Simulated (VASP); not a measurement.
Al32H (a cell with a defect): single point with PBEsol

System: Al32H (a cell with a defect).

```
Al H
1.0
     8.10000    0.00000    0.00000
     0.00000    8.10000    0.00000
     0.00000    0.00000    8.10000
Al H
32 1
Direct
  0.49409 0.99604 0.97763
  0.76733 0.24574 0.98400
  0.72032 0.00731 0.22577
  0.01684 0.98377 0.98552
  0.25120 0.24730 0.98685
  0.47375 0.48828 0.99277
  0.75843 0.76377 0.99285
  0.25432 0.03131 0.24837
  0.52322 0.27098 0.22384
  0.78386 0.51391 0.26290
  0.49935 0.02347 0.51979
  0.70527 0.23395 0.49565
  0.74780 0.00580 0.75167
  0.98653 0.46932 0.98436
  0.27799 0.75633 0.99116
  0.98078 0.25616 0.24493
  0.25091 0.48601 0.25586
  0.48068 0.75532 0.26783
  0.00858 0.99725 0.50110
  0.24107 0.25314 0.49427
  0.48178 0.50922 0.46649
  0.69004 0.76767 0.50221
  0.25249 0.98285 0.75554
  0.48615 0.30117 0.72427
  0.74935 0.49701 0.72557
  0.01642 0.76078 0.25664
  0.00496 0.47759 0.49615
  0.23606 0.71828 0.52990
  0.98351 0.26001 0.73812
  0.22798 0.51540 0.76016
  0.49400 0.74046 0.75548
  0.97859 0.73873 0.71153
  0.63179 0.61411 0.10512
```

```yaml
Program: VASP 6.6.1
Task: single point
Functional: PBEsol
Potentials_or_basis: VASP PAW PBE potentials, release 64 (Al, H)
Cutoff: 520 eV
k_mesh: 2 × 2 × 2
Occupations: fermi-dirac, width 0.1 eV
Spin: no spin polarisation
Dipole_correction: no
Further_INCAR_settings: LREAL = Auto; ALGO = Normal; EDIFF = 1e-06; NBANDS = 70
```

```json
{"Pressure": "2.3 GPa", "Largest force": "2.379 eV/Å", "Band gap on the k mesh": "zero (an odd number of electrons rules out a gap without spin polarisation)"}
```

Forces in eV/Å, atoms in the order of the input:
```
Al   0.451  0.699  0.397
Al  -1.161 -0.176  0.093
Al   0.598 -0.297  0.490
Al  -0.177  0.251  0.277
Al  -0.289 -0.266 -0.054
Al   0.650  0.372 -0.195
Al   0.130 -0.440 -0.190
Al   0.083 -0.389 -0.082
Al  -0.486 -0.317  0.144
Al  -0.886  0.156 -0.200
Al  -1.654 -0.960 -0.211
Al   2.017  1.235 -0.254
Al   0.142 -0.062 -0.234
Al   0.514  1.432  0.350
Al  -1.187 -0.394  0.978
Al   0.367 -0.797  0.085
Al  -0.650  0.306 -0.957
Al  -0.477  0.630 -0.987
Al  -0.318  0.262 -0.191
Al   0.218 -0.221  0.385
Al   0.849 -0.636  0.924
Al   1.617 -0.306 -0.047
Al  -0.312  0.616 -0.724
Al  -0.273 -0.898  0.630
Al  -0.342  0.341  0.219
Al  -0.032 -0.129 -0.237
Al  -0.321  0.353  0.019
Al   0.432  1.269 -1.317
Al   0.549 -0.871 -0.341
Al   0.123 -0.938  0.347
Al   0.406 -0.182 -0.278
Al  -0.554  0.337  0.945
H   -0.028  0.016  0.215
```

Stress tensor (GPa, compression positive):
```
 2.25  0.63  0.02
 0.63  2.57 -0.66
 0.02 -0.66  2.21
```

Levels at points of the mesh, in eV from the Fermi level:
| k point | band 44 | band 45 | band 46 | band 47 | band 48 | band 49 | band 50 | band 51 | band 52 | band 53 |
| --- | --- | --- | --- | --- | --- | --- | --- | --- | --- | --- |
| (0.00, 0.00, 0.00) | -0.39 | -0.35 | 0.00 | 0.14 | 0.33 | 0.42 | 0.48 | 0.66 | 0.95 | 1.04 |
| (0.50, 0.00, 0.00) | -0.77 | -0.52 | -0.39 | -0.17 | -0.12 | -0.04 | -0.01 | 0.13 | 0.34 | 1.00 |
| (0.00, 0.50, 0.00) | -0.75 | -0.54 | -0.30 | -0.23 | -0.03 | 0.01 | 0.16 | 0.22 | 0.25 | 1.05 |
| (0.00, 0.00, 0.50) | -0.79 | -0.46 | -0.39 | -0.23 | -0.20 | 0.03 | 0.12 | 0.21 | 0.30 | 0.98 |
| (0.50, 0.50, 0.00) | -0.95 | -0.41 | -0.25 | -0.22 | -0.03 | 0.53 | 0.93 | 0.96 | 0.97 | 0.99 |
| (0.00, 0.50, 0.50) | -1.01 | -0.38 | -0.30 | -0.25 | -0.11 | 0.66 | 0.88 | 0.93 | 0.98 | 1.03 |
| (0.50, 0.00, 0.50) | -1.01 | -0.42 | -0.25 | -0.22 | -0.09 | 0.73 | 0.83 | 0.89 | 0.98 | 0.98 |
| (0.50, 0.50, 0.50) | -0.58 | -0.53 | -0.45 | -0.44 | -0.40 | -0.37 | -0.27 | -0.24 | -0.19 | -0.14 |

Run time: 6.1 min on 1 thread of Oxide Virtual Turin-like Processor, with other jobs on the host, peak memory 0.53 GiB.

Caveat: the k points lie up to 0.39 Å⁻¹ apart, too coarse for converged energies and pressures of a metal; the atoms stand as in a frame of molecular dynamics; the PAW data sets were made with another functional, which shifts forces and pressure a little.
